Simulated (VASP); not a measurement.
# PbSe (Fm-3m) in VASP: elastic constants with LDA

Aim: the elastic constants of PbSe with LDA.

Program: VASP 6.6.1. These are calculated values, not measurements. Logs are shortened: lines on timing, memory, paths and dates and some standing lists are left out, and cuts for length are marked.

### Step 1. The cell of the first run

Symmetry: Fm-3m, No. 225, cubic system. The conventional cell has a = 5.849 Å, b = 5.849 Å, c = 5.849 Å, α = 90.00°, β = 90.00°, γ = 90.00°. Within 3.9 Å of Pb (site symmetry m-3m) lie 6 Se at 2.92 Å. Se (site symmetry m-3m) has 6 Pb at 2.92 Å within 3.9 Å.

### Step 2. Elastic constants, LDA

Input file INCAR:

```
SYSTEM = PbSe
PREC     = Accurate       ! precision mode
ENCUT    = 600            ! plane-wave cutoff, eV
EDIFF    = 1E-8           ! SCF threshold, eV
ISMEAR   = -1             ! smearing method
SIGMA    = 0.05           ! smearing width, eV
LREAL    = .FALSE.        ! projectors in reciprocal space
LASPH    = .TRUE.         ! aspherical terms in the spheres
NELM     = 60             ! most SCF steps
ALGO     = Normal         ! electronic algorithm
ISIF     = 3              ! what is computed and relaxed
LWAVE    = .FALSE.        ! write WAVECAR
LCHARG   = .FALSE.        ! write CHGCAR
GGA      = CA             ! functional
IBRION   = 6              ! ionic algorithm
NFREE    = 2            
POTIM    = 0.015          ! step
NSW      = 1              ! ionic steps
```

Input file KPOINTS:

```
regular mesh
0
G
  14 14 14
  0 0 0
```

Input file POSCAR:

```
PbSe
1.0
    0.0000000000      2.9247387302      2.9247387302
    2.9247387302      0.0000000000      2.9247387302
    2.9247387302      2.9247387302      0.0000000000
Pb Se
1 1
Direct
    0.0000000000      0.0000000000      0.0000000000
    0.5000000000      0.5000000000      0.5000000000
```

Potentials or basis: VASP PAW LDA potentials, release 64 (Pb_d, Se).

Command:

```
$ cat potpaw_LDA.64/Pb_d/POTCAR potpaw_LDA.64/Se/POTCAR > POTCAR
$ mpirun -np 1 vasp_std > vasp.out
```

OUTCAR:

```text
SYSTEM = PbSe
   PREC = Accurate
   ENCUT = 600
   EDIFF = 1E-8
   ISMEAR = -1
   LREAL = .FALSE.
   LASPH = .TRUE.
   NELM = 60
   ISIF = 3
   GGA = CA
   IBRION = 6
   NFREE = 2
   POTIM = 0.015
   NSW = 1

 ion  position               nearest neighbor table
   1  0.000  0.000  0.000-   2 2.92   2 2.92   2 2.92   2 2.92   2 2.92   2 2.92
   2  0.500  0.500  0.500-   1 2.92   1 2.92   1 2.92   1 2.92   1 2.92   1 2.92

  LATTYP: Found a face centered cubic cell.
 ALAT       =     5.8494774604

  Lattice vectors:

 A1 = (   0.0000000000,   2.9247387302,   2.9247387302)
 A2 = (   2.9247387302,   0.0000000000,   2.9247387302)
 A3 = (   2.9247387302,   2.9247387302,   0.0000000000)

Analysis of symmetry for initial positions (statically):
=====================================================================
 Subroutine PRICEL returns:
 Original cell was already a primitive cell.

 Routine SETGRP: Setting up the symmetry group for a
 face centered cubic supercell.

 Subroutine GETGRP returns: Found 48 space group operations
 (whereof 48 operations were pure point group operations)
 out of a pool of 48 trial point group operations.

The static configuration has the point symmetry O_h .

Analysis of symmetry for dynamics (positions and initial velocities):
=====================================================================
 Subroutine PRICEL returns:
 Original cell was already a primitive cell.

 Routine SETGRP: Setting up the symmetry group for a
 face centered cubic supercell.

 Subroutine GETGRP returns: Found 48 space group operations
 (whereof 48 operations were pure point group operations)
 out of a pool of 48 trial point group operations.

The dynamic configuration has the point symmetry O_h .

 Subroutine INISYM returns: Found 48 space group operations
 (whereof 48 operations are pure point group operations),
 and found     1 'primitive' translations

----------------------------------------------------------------------------------------

                                     Primitive cell

  volume of cell :      50.0370

  direct lattice vectors                    reciprocal lattice vectors
     0.000000000  2.924738730  2.924738730    -0.170955441  0.170955441  0.170955441
     2.924738730  0.000000000  2.924738730     0.170955441 -0.170955441  0.170955441
     2.924738730  2.924738730  0.000000000     0.170955441  0.170955441 -0.170955441

  length of vectors
     4.136205179  4.136205179  4.136205179     0.296103510  0.296103510  0.296103510

  position of ions in fractional coordinates (direct lattice)
     0.000000000  0.000000000  0.000000000
     0.500000000  0.500000000  0.500000000

  ion indices of the primitive-cell ions
   primitive index   ion index
                 1           1
                 2           2

----------------------------------------------------------------------------------------

 KPOINTS: regular mesh

Automatic generation of k-mesh.
 Grid dimensions read from file:
 generate k-points for:   14   14   14

 Generating k-lattice:

  Cartesian coordinates                     Fractional coordinates (reciprocal lattice)
    -0.012211103  0.012211103  0.012211103     0.071428571  0.000000000  0.000000000
     0.012211103 -0.012211103  0.012211103     0.000000000  0.071428571  0.000000000
[... 110 lines left out ...]

  FORCE on cell =-STRESS in cart. coord.  units (eV):
  Direction    XX          YY          ZZ          XY          YZ          ZX
  --------------------------------------------------------------------------------------
  -------------------------------------------------------------------------------------
  Total        2.2564860      2.2564860      2.2564860     -0.0000000      0.0000000     -0.0000000
  in kB       72.2523551     72.2523551     72.2523551     -0.0000000      0.0000000     -0.0000000
  external PRESSURE =      72.2523551 kB  Pullay stress =       0.0000000 kB
[... 89 lines left out ...]
  FREE ENERGIE OF THE ION-ELECTRON SYSTEM (eV)
  ---------------------------------------------------
  free  energy   TOTEN  =        -9.3059910101 eV

  energy  without entropy=       -9.3058320453  energy(sigma->0) =       -9.30591153

[... ionic steps 4 to 14 ...]

--------------------------------------- Ionic step       15  -------------------------------------------

 number of electron      20.0000000 magnetization

------------------------ aborting loop because EDIFF is reached ----------------------------------------
[... 67 lines left out ...]
--------------------------------------- Ionic step       17  -------------------------------------------

 number of electron      20.0000000 magnetization

 Free energy of the ion-electron system (eV)
  ---------------------------------------------------
  ext. energy  EPLUGINS =         0.00000000
  ---------------------------------------------------
  free energy    TOTEN  =        -9.34819057 eV

  energy without entropy =       -9.34806736  energy(sigma->0) =       -9.34812897

 E-fermi :   6.6959     XC(G=0): -10.4708

 val. band max:        6.5433895685   @ k =   0.5000   0.0000   0.0000
 cond. band min:       6.9177895561   @ k =   0.5000   0.0000   0.0000
 fundamental gap:      0.3743999876
 Fermi energy:         6.6959077746

 k-point     1 :       0.0000    0.0000    0.0000
  band No.  band energies     occupation
      1     -10.3466      2.00000
      2     -10.3465      2.00000
      3     -10.3361      2.00000
      4     -10.3361      2.00000
      5     -10.3361      2.00000
      6      -8.1349      2.00000
      7       0.6088      2.00000
      8       4.2179      2.00000
      9       4.2185      2.00000
     10       4.2185      2.00000
     11      11.6399      0.00000
     12      11.6399      0.00000
     13      11.6430      0.00000
     14      12.9145      0.00000
[... 377 lines left out ...]
      1     -10.4097      2.00000
      2     -10.3486      2.00000
      3     -10.3428      2.00000
      4     -10.3085      2.00000
      5     -10.2994      2.00000
      6      -7.4263      2.00000
      7      -1.1968      2.00000
      8       3.7151      2.00000
      9       3.8287      2.00000
     10       5.5324      2.00000
     11       8.2549      0.00000
     12      10.3519      0.00000
     13      10.6850      0.00000
     14      11.9593      0.00000

 [... further k-points ...]
[... 5 lines left out ...]
  --------------------------------------------------------------------------------------
  -------------------------------------------------------------------------------------
  Total        2.2613135      2.2563264      2.2563264     -0.0000000      0.0000000      0.0000000
  in kB       72.4069307     72.2472443     72.2472443     -0.0000000      0.0000000      0.0000000
  external PRESSURE =      72.3004731 kB  Pullay stress =       0.0000000 kB
[... 17 lines left out ...]
  FREE ENERGIE OF THE ION-ELECTRON SYSTEM (eV)
  ---------------------------------------------------
  free  energy   TOTEN  =        -9.3481905714 eV

  energy  without entropy=       -9.3480673637  energy(sigma->0) =       -9.34812897

 INTERNAL STRAIN TENSORS FROM STRAINED CELLS
 ============================================

 INTERNAL STRAIN TENSOR FOR ION    1 for displacements in x,y,z  (eV/Angst):
          X           Y           Z          XY          YZ          ZX
  --------------------------------------------------------------------------------
  x     0.00000     0.00000    -0.00000     0.00000     0.00000     0.00000
  y    -0.00000     0.00000     0.00000     0.00000     0.00000     0.00000
  z    -0.00000    -0.00000     0.00000     0.00000    -0.00000     0.00000

 INTERNAL STRAIN TENSORS FROM DISPLACED ATOMS
 ============================================

 INTERNAL STRAIN TENSOR FOR ION    1 for displacements in x,y,z  (eV/Angst):
          X           Y           Z          XY          YZ          ZX
  --------------------------------------------------------------------------------
  x     0.00000     0.00000     0.00000     0.00000     0.00000     0.00000
  y     0.00000     0.00000     0.00000     0.00000     0.00000     0.00000
  z     0.00000     0.00000     0.00000     0.00000     0.00000     0.00000

 INTERNAL STRAIN TENSOR FOR ION    2 for displacements in x,y,z  (eV/Angst):
          X           Y           Z          XY          YZ          ZX
  --------------------------------------------------------------------------------
  x     0.00000     0.00000     0.00000     0.00000     0.00000     0.00000
  y     0.00000     0.00000     0.00000     0.00000     0.00000     0.00000
  z     0.00000     0.00000     0.00000     0.00000     0.00000     0.00000

 Eigenvectors and eigenvalues of the dynamical matrix
 ----------------------------------------------------

   1 f  =    2.892457 THz    18.173841 2PiTHz   96.481969 cm-1    11.962234 meV
             X         Y         Z           dx          dy          dz
      0.000000  0.000000  0.000000     0.000000    0.525448    0.000000
      2.924739  2.924739  2.924739     0.000000   -0.850826    0.000000
[... 21 lines left out ...]
   6 f/i=    0.000536 THz     0.003369 2PiTHz    0.017885 cm-1     0.002217 meV
             X         Y         Z           dx          dy          dz
      0.000000  0.000000  0.000000     0.000000    0.000000    0.850826
      2.924739  2.924739  2.924739     0.000000    0.000000    0.525448

--------------------------------------------------------------------------------------------------------

 ELASTIC MODULI CONTR FROM IONIC RELAXATION (kBar)
 Direction    XX          YY          ZZ          XY          YZ          ZX
 --------------------------------------------------------------------------------
 XX           0.0000      0.0000      0.0000      0.0000      0.0000      0.0000
 YY           0.0000      0.0000      0.0000      0.0000      0.0000      0.0000
 ZZ           0.0000      0.0000      0.0000      0.0000      0.0000      0.0000
 XY           0.0000      0.0000      0.0000      0.0000      0.0000      0.0000
 YZ           0.0000      0.0000      0.0000      0.0000      0.0000      0.0000
 ZX           0.0000      0.0000      0.0000      0.0000      0.0000      0.0000
 --------------------------------------------------------------------------------

 TOTAL ELASTIC MODULI (kBar)
 Direction    XX          YY          ZZ          XY          YZ          ZX
 --------------------------------------------------------------------------------
 XX        2239.3148    105.4678    105.4678     -0.0000      0.0000      0.0000
 YY         105.4678   2239.3148    105.4678     -0.0000      0.0000      0.0000
 ZZ         105.4678    105.4678   2239.3148      0.0000      0.0000     -0.0000
 XY          -0.0000     -0.0000      0.0000    161.5662     -0.0000     -0.0000
 YZ           0.0000      0.0000      0.0000     -0.0000    161.5662     -0.0000
 ZX           0.0000      0.0000     -0.0000     -0.0000     -0.0000    161.5662
 --------------------------------------------------------------------------------
```

Wall time 2.1 h (1 thread of Oxide Virtual Turin-like, shared host); peak memory 1 GiB.

What came out:

```
Elastic constants C11, C12, C44                         : 224, 11, 16 GPa
Voigt bulk modulus                                      : 82 GPa
Highest phonon frequency at Γ, LO-TO splitting left out : 96 cm⁻¹
```

Phonon frequencies in cm⁻¹ (negative: imaginary):
| q point | frequencies |
| --- | --- |
| (0.000, 0.000, 0.000) | 0 0 0 96 96 96 |

Elastic tensor in Voigt notation (GPa, in the Cartesian axes of the cell as first typed):
```
224  11  11   0   0   0
 11 224  11   0   0   0
 11  11 224   0   0   0
  0   0   0  16   0   0
  0   0   0   0  16   0
  0   0   0   0   0  16
```

Clamped-ion elastic tensor (GPa):
```
224  11  11   0   0   0
 11 224  11   0   0   0
 11  11 224   0   0   0
  0   0   0  16   0   0
  0   0   0   0  16   0
  0   0   0   0   0  16
```

Caveat: the cell is under stress, which shifts elastic constants; spin-orbit coupling is left out, which moves the levels of the heavy elements.
